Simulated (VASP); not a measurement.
# CaSe in VASP: further runs

CaSe is run at these levels: PBE; tasks: single point.

All numbers are computed with VASP 6.6.1; they aren't measurements. Logs are shortened: lines on timing, memory, paths and dates and some standing lists are left out, and cuts for length are marked.

## Step 1: The cell of the first run

It takes space group P4/mmm (No. 123, tetragonal). Conventional cell: a = 3.635 Å, b = 3.635 Å, c = 3.778 Å, α = 90.00°, β = 90.00°, γ = 90.00°. Ca (site symmetry 4/mmm) has 8 Se at 3.19 Å and 6 Ca at 3.63 to 3.78 Å within 4.2 Å. Within 4.2 Å of Se (site symmetry 4/mmm) lie 8 Ca at 3.19 Å and 6 Se at 3.63 to 3.78 Å.

## Step 2: Single point, PBE (uniaxial x strain +4.0%)

Input file INCAR:

```
SYSTEM = CaSe
PREC = Accurate
ENCUT = 520
EDIFF = 1E-7
ISMEAR = -1
SIGMA = 0.02
LREAL = .False.
LASPH = .True.
NELM = 60
ALGO = Normal
ISIF = 2
LWAVE = .False.
LCHARG = .False.
GGA = PE
NBANDS = 15
```

Input file KPOINTS:

```
regular mesh
0
Gamma
  8 8 8
  0 0 0
```

Input file POSCAR:

```
CaSe
1.0
    3.7783589232      0.0000000000      0.0000000000
    0.0000000000      3.6347849189      0.0000000000
    0.0000000000      0.0000000000      3.6347849189
Ca Se
1 1
Direct
    0.0000000000      0.0000000000      0.0000000000
    0.5000000000      0.5000000000      0.5000000000
```

Potentials or basis: VASP PAW PBE potentials, release 64 (Ca_sv, Se).

On the command line:

```bash
$ cat potpaw_PBE.64/Ca_sv/POTCAR potpaw_PBE.64/Se/POTCAR > POTCAR
$ mpirun -np 1 vasp_std > vasp.out
```

OUTCAR:

```text
SYSTEM = CaSe
   PREC = Accurate
   ENCUT = 520
   EDIFF = 1E-7
   ISMEAR = -1
   LREAL = .False.
   LASPH = .True.
   NELM = 60
   ISIF = 2
   GGA = PE

 ion  position               nearest neighbor table
   1  0.000  0.000  0.000-
   2  0.500  0.500  0.500-

  LATTYP: Found a simple tetragonal cell.
 ALAT       =     3.6347849189
 C/A-ratio  =     1.0395000000

  Lattice vectors:

 A1 = (   0.0000000000,   3.6347849189,   0.0000000000)
 A2 = (   0.0000000000,   0.0000000000,   3.6347849189)
 A3 = (   3.7783589232,   0.0000000000,   0.0000000000)

Analysis of symmetry for initial positions (statically):
=====================================================================
 Subroutine PRICEL returns:
 Original cell was already a primitive cell.

 Routine SETGRP: Setting up the symmetry group for a
 simple tetragonal supercell.

 Subroutine GETGRP returns: Found 16 space group operations
 (whereof 16 operations were pure point group operations)
 out of a pool of 16 trial point group operations.

The static configuration has the point symmetry D_4h.

Analysis of symmetry for dynamics (positions and initial velocities):
=====================================================================
 Subroutine PRICEL returns:
 Original cell was already a primitive cell.

 Routine SETGRP: Setting up the symmetry group for a
 simple tetragonal supercell.

 Subroutine GETGRP returns: Found 16 space group operations
 (whereof 16 operations were pure point group operations)
 out of a pool of 16 trial point group operations.

The dynamic configuration has the point symmetry D_4h.

 Subroutine INISYM returns: Found 16 space group operations
 (whereof 16 operations are pure point group operations),
 and found     1 'primitive' translations

----------------------------------------------------------------------------------------

                                     Primitive cell

  volume of cell :      49.9184

  direct lattice vectors                    reciprocal lattice vectors
     3.778358923  0.000000000  0.000000000     0.264665168  0.000000000  0.000000000
     0.000000000  3.634784919  0.000000000     0.000000000  0.275119442  0.000000000
     0.000000000  0.000000000  3.634784919     0.000000000  0.000000000  0.275119442

  length of vectors
     3.778358923  3.634784919  3.634784919     0.264665168  0.275119442  0.275119442

  position of ions in fractional coordinates (direct lattice)
     0.000000000  0.000000000  0.000000000
     0.500000000  0.500000000  0.500000000

  ion indices of the primitive-cell ions
   primitive index   ion index
                 1           1
                 2           2

----------------------------------------------------------------------------------------

 KPOINTS: regular mesh

Automatic generation of k-mesh.
 Grid dimensions read from file:
 generate k-points for:    8    8    8

 Generating k-lattice:

  Cartesian coordinates                     Fractional coordinates (reciprocal lattice)
     0.033083146  0.000000000  0.000000000     0.125000000  0.000000000  0.000000000
     0.000000000  0.034389930  0.000000000     0.000000000  0.125000000  0.000000000
     0.000000000  0.000000000  0.034389930     0.000000000  0.000000000  0.125000000

  Length of vectors
     0.033083146  0.034389930  0.034389930

  Shift w.r.t. Gamma in fractional coordinates (k-lattice)
     0.000000000  0.000000000  0.000000000

 Subroutine IBZKPT returns following result:
 ===========================================

 Found     75 irreducible k-points:

 Following reciprocal coordinates:
            Coordinates               Weight
  0.000000  0.000000  0.000000      1.000000
  0.125000  0.000000  0.000000      2.000000
  0.250000  0.000000  0.000000      2.000000
  0.375000  0.000000  0.000000      2.000000
  0.500000  0.000000  0.000000      1.000000
  0.000000  0.125000  0.000000      4.000000
[... 16 lines left out ...]
  0.250000  0.500000  0.000000      4.000000
  0.375000  0.500000  0.000000      4.000000
 [... further k-points ...]
   k-points           NKPTS =     75   k-points in BZ     NKDIM =     75   number of bands    NBANDS=     15
   number of dos      NEDOS =    301   number of ions     NIONS =      2
   total plane-waves  NPLWV =  21952
   dimension x,y,z NGX =    28 NGY =   28 NGZ =   28
   dimension x,y,z NGXF=    56 NGYF=   56 NGZF=   56
   ions per type =               1   1
   NGX,Y,Z   is equivalent  to a cutoff of  12.32, 12.81, 12.81 a.u.
   NGXF,Y,Z  is equivalent  to a cutoff of  24.64, 25.61, 25.61 a.u.
 SYSTEM =  CaSe
   PREC   = accura    normal or accurate (medium, high low for compatibility)
   ISTART =      0    job   : 0-new  1-cont  2-samecut
   ICHARG =      2    charge: 1-file 2-atom 10-const
   ISPIN  =      1    spin polarized calculation?
   LNONCOLLINEAR =      F non collinear calculations
   LSORBIT =      F    spin-orbit coupling
   LASPH  =      T    aspherical Exc in radial PAW
   ENCUT  =  520.0 eV  38.22 Ry    6.18 a.u.   7.03  6.76  6.76*2*pi/ulx,y,z
   NELM   =     60;   NELMIN=  2; NELMDL= -5     # of ELM steps
   EDIFF  = 0.1E-06   stopping-criterion for ELM
   LREAL  =      F    real-space projection
   EDIFFG = 0.1E-05   stopping-criterion for IOM
   NSW    =      0    number of steps for IOM
   IBRION =     -1    ionic relax: 0-MD 1-quasi-New 2-CG
   NFREE  =      0    steps in history (QN), initial steepest desc. (CG)
   ISIF   =      2    stress and relaxation
   ISYM   =      2    0-nonsym 1-usesym 2-fastsym
   POTIM  = 0.5000    time-step for ionic-motion
   TEBEG  =    0.0;   TEEND  =   0.0 temperature during run
   PSTRESS=    0.0 pullay stress
   NELECT =      16.0000    total number of electrons
   NUPDOWN=      -1.0000    fix difference up-down
   EMIN   =  10.00;   EMAX   =-10.00  energy-range for DOS
   EFERMI =   0.00;   METHOD = LEGACY
   ISMEAR =    -1;   SIGMA  =   0.02  broadening in eV -4-tet -1-fermi 0-gaus
   EFERMI_NEDOS =   21; number of points for ismear=-14 and -15
   IALGO  =     38    algorithm
   IMIX   =      4    mixing-type and parameters
     AMIX     =   0.40;   BMIX     =  1.00
     AMIX_MAG =   1.60;   BMIX_MAG =  1.00
  volume/ion in A,a.u.               =      24.96       168.43
  Fermi-wavevector in a.u.,A,eV,Ry     =   1.120369  2.117191 17.078411  1.255228
  Thomas-Fermi vector in A             =   2.257015
   LORBIT       =      0    0 simple, 1 ext, 2 COOP (PROOUT), +10 PAW based schemes
   GGA     = PE    functional components
   LHFCALC =     F    Hartree Fock is set to
   AEXX    =    0.0000 exact exchange contribution
   IVDW    =     0    specifies the selected vdW correction
   LEPSILON=     F    determine dielectric tensor
   LRPA    =     F    only Hartree local field effects (RPA)
 non-spin polarized calculation
  energy-cutoff  :      520.00
  volume of cell :       49.92
 maximum number of plane-waves:      1368
   NGX = 15   NGY = 13   NGZ = 13

 number of electron      16.0000003 magnetization

 Free energy of the ion-electron system (eV)
  ---------------------------------------------------
  ext. energy  EPLUGINS =         0.00000000
  ---------------------------------------------------
  free energy    TOTEN  =        -8.77618929 eV

  energy without entropy =       -8.77618929  energy(sigma->0) =       -8.77618929

 E-fermi :   4.3638     XC(G=0):  -9.4180

 val. band max:        4.0515783387   @ k =   0.5000   0.5000   0.0000
 cond. band min:       4.6751049003   @ k =   0.5000   0.5000   0.0000
 fundamental gap:      0.6235265616
 Fermi energy:         4.3638294458

 k-point     1 :       0.0000    0.0000    0.0000
  band No.  band energies     occupation
      1     -37.4664      2.00000
      2     -18.4045      2.00000
      3     -18.4045      2.00000
      4     -18.3995      2.00000
      5      -8.9191      2.00000
      6       2.7913      2.00000
      7       3.2590      2.00000
      8       3.2590      2.00000
      9       4.9938      0.00000
     10       5.1336      0.00000
     11       5.8660      0.00000
     12       8.1895      0.00000
     13       8.1895      0.00000
     14       8.3306      0.00000
     15      12.8756      0.00000

 k-point     2 :       0.1250    0.0000    0.0000
  band No.  band energies     occupation
      1     -37.4653      2.00000
      2     -18.4184      2.00000
      3     -18.4029      2.00000
      4     -18.4029      2.00000
      5      -8.8403      2.00000
      6       1.8414      2.00000
      7       3.2298      2.00000
      8       3.2298      2.00000
      9       5.2235      0.00000
     10       5.6320      0.00000
     11       6.5005      0.00000
     12       8.2846      0.00000
     13       8.2846      0.00000
     14       8.3567      0.00000
     15      12.4858      0.00000

 k-point     3 :       0.2500    0.0000    0.0000
  band No.  band energies     occupation
      1     -37.4626      2.00000
      2     -18.4637      2.00000
      3     -18.3989      2.00000
      4     -18.3989      2.00000
      5      -8.6384      2.00000
      6       0.4997      2.00000
      7       3.1587      2.00000
      8       3.1587      2.00000
      9       5.4643      0.00000
     10       6.4376      0.00000
     11       7.8440      0.00000
     12       8.4212      0.00000
     13       8.5617      0.00000
     14       8.5617      0.00000
     15      11.6278      0.00000

 k-point     4 :       0.3750    0.0000    0.0000
  band No.  band energies     occupation
      1     -37.4599      2.00000
      2     -18.5084      2.00000
      3     -18.3949      2.00000
      4     -18.3949      2.00000
      5      -8.4167      2.00000
      6      -0.4701      2.00000
      7       3.0871      2.00000
      8       3.0871      2.00000
      9       5.7517      0.00000
     10       7.4681      0.00000
     11       8.4879      0.00000
     12       8.6717      0.00000
     13       8.9457      0.00000
     14       8.9457      0.00000
     15      10.8258      0.00000
[... 307 lines left out ...]
 k-point    22 :       0.1250    0.5000    0.0000
  band No.  band energies     occupation
      1     -37.4530      2.00000
      2     -18.5745      2.00000
      3     -18.3982      2.00000
      4     -18.3870      2.00000
      5      -8.1783      2.00000
      6      -0.6259      2.00000
      7       2.2522      2.00000
      8       3.2489      2.00000
      9       5.9897      0.00000
     10       7.8760      0.00000
     11       8.2117      0.00000
     12       8.5853      0.00000
     13       8.7233      0.00000
     14       9.8688      0.00000
     15      10.5698      0.00000

 k-point    23 :       0.2500    0.5000    0.0000
  band No.  band energies     occupation
      1     -37.4504      2.00000
      2     -18.5647      2.00000
      3     -18.4369      2.00000
      4     -18.3838      2.00000
      5      -8.1003      2.00000
      6      -0.2511      2.00000
      7       1.4493      2.00000
      8       3.5237      2.00000
      9       5.6869      0.00000
     10       7.3852      0.00000
     11       7.7542      0.00000
     12       8.0949      0.00000
     13       8.4869      0.00000
     14       9.9703      0.00000
     15      11.0736      0.00000

 k-point    24 :       0.3750    0.5000    0.0000
  band No.  band energies     occupation
      1     -37.4478      2.00000
      2     -18.5548      2.00000
      3     -18.4753      2.00000
      4     -18.3805      2.00000
      5      -8.0178      2.00000
      6       0.2077      2.00000
      7       0.7954      2.00000
      8       3.8710      2.00000
      9       5.0281      0.00000
     10       7.0461      0.00000
     11       7.3914      0.00000
     12       7.4237      0.00000
     13       8.8197      0.00000
     14       9.8503      0.00000
     15      12.1343      0.00000

 [... further k-points ...]

------------------------ aborting loop because EDIFF is reached ----------------------------------------

  FORCE on cell =-STRESS in cart. coord.  units (eV):
  Direction    XX          YY          ZZ          XY          YZ          ZX
  --------------------------------------------------------------------------------------
  -------------------------------------------------------------------------------------
  Total       -1.5125506      0.2500665      0.2500665      0.0000000      0.0000000      0.0000000
  in kB      -48.5467155      8.0261152      8.0261152      0.0000000      0.0000000      0.0000000
  external PRESSURE =     -10.8314950 kB  Pullay stress =       0.0000000 kB

 VOLUME and BASIS-vectors are now :
 -----------------------------------------------------------------------------
  energy-cutoff  :      520.00
  volume of cell :       49.92
      direct lattice vectors                 reciprocal lattice vectors
     3.778358923  0.000000000  0.000000000     0.264665168  0.000000000  0.000000000
     0.000000000  3.634784919  0.000000000     0.000000000  0.275119442  0.000000000
     0.000000000  0.000000000  3.634784919     0.000000000  0.000000000  0.275119442

 POSITION                                       TOTAL-FORCE (eV/Angst)
 -----------------------------------------------------------------------------------
      0.00000      0.00000      0.00000         0.000000      0.000000      0.000000
      1.88918      1.81739      1.81739         0.000000      0.000000      0.000000
 -----------------------------------------------------------------------------------
    total drift:                               -0.000000      0.000000      0.000000

  FREE ENERGIE OF THE ION-ELECTRON SYSTEM (eV)
  ---------------------------------------------------
  free  energy   TOTEN  =        -8.7761892904 eV

  energy  without entropy=       -8.7761892895  energy(sigma->0) =       -8.77618929
```

It took 58 s on 1 thread of Intel Xeon 8259CL, shared host; peak memory 0.2 GiB.

What came out:

```yaml
Free_energy: -8.7762 eV
Pressure: -1.1 GPa
Band_gap_on_the_k_mesh: 0.62 eV
```

Caveat: the cell differs from its parent crystal (uniaxial x strain +4.0%). A k mesh can miss the band edges.

## Step 3: Single point, PBE (biaxial xy strain +5.9%)

Input file INCAR:

```
SYSTEM = CaSe
  PREC = Accurate
  ENCUT = 520
  EDIFF = 1E-6
  ISMEAR = -1
  SIGMA = 0.02
  LREAL = .FALSE.
  LASPH = .TRUE.
  NELM = 100
  ALGO = Normal
  ISIF = 2
  LWAVE = .FALSE.
  LCHARG = .TRUE.
  GGA = PE
  LELF = .TRUE.
  LVHAR = .TRUE.
  NBANDS = 15
```

Input file KPOINTS:

```
Automatic mesh
0
G
  8 8 8
  0 0 0
```

Input file POSCAR:

```
CaSe
1.0
    3.8503276646      0.0000000000      0.0000000000
    0.0000000000      3.8503276646      0.0000000000
    0.0000000000      0.0000000000      3.6347849189
Ca Se
1 1
Direct
    0.0000000000      0.0000000000      0.0000000000
    0.5000000000      0.5000000000      0.5000000000
```

Potentials or basis: VASP PAW PBE potentials, release 64 (Ca_sv, Se).

On the command line:

```bash
$ cat potpaw_PBE.64/Ca_sv/POTCAR potpaw_PBE.64/Se/POTCAR > POTCAR
$ mpirun -np 1 vasp_std > vasp.out
```

Wall time 58 s (1 thread of Intel Xeon 8259CL, shared host); peak memory 0.21 GiB.

Results (log left out):

| Property | Result |
| --- | --- |
| Free energy | -8.6829 eV |
| Pressure | -4.0 GPa |
| Band gap on the k mesh | 0.34 eV |

Stress tensor (GPa, compression positive):
```
-6.56  0.00  0.00
 0.00 -6.56  0.00
 0.00  0.00  1.14
```

Levels at points of the mesh, in eV from the valence-band top:
```
           k point  band 4  band 5  band 6  band 7  band 8  band 9  band 10  band 11  band 12  band 13
(0.00, 0.00, 0.00)  -22.83  -12.84   -1.32   -1.32   -0.65    0.73     0.95     1.41     3.67     3.88
(0.50, 0.00, 0.00)  -22.82  -12.34   -4.71   -1.46   -0.77    1.66     3.78     3.97     4.05     4.53
(0.50, 0.50, 0.00)  -22.82  -12.11   -3.54   -3.54    0.00    0.34     2.75     3.05     3.05     4.51
(0.00, 0.00, 0.50)  -22.81  -12.18   -4.62   -1.33   -1.33    1.89     3.60     3.95     4.30     4.35
(0.50, 0.00, 0.50)  -22.80  -11.96   -3.52   -3.36   -0.48    0.67     2.27     2.57     2.79     4.62
(0.50, 0.50, 0.50)  -22.88  -11.58   -3.54   -3.46   -3.46    3.35     3.40     3.40     4.60     4.73
```

Caveat: the cell differs from its parent crystal (biaxial xy strain +5.9%); the cell stands under tension.

[end of part 1 of 2]
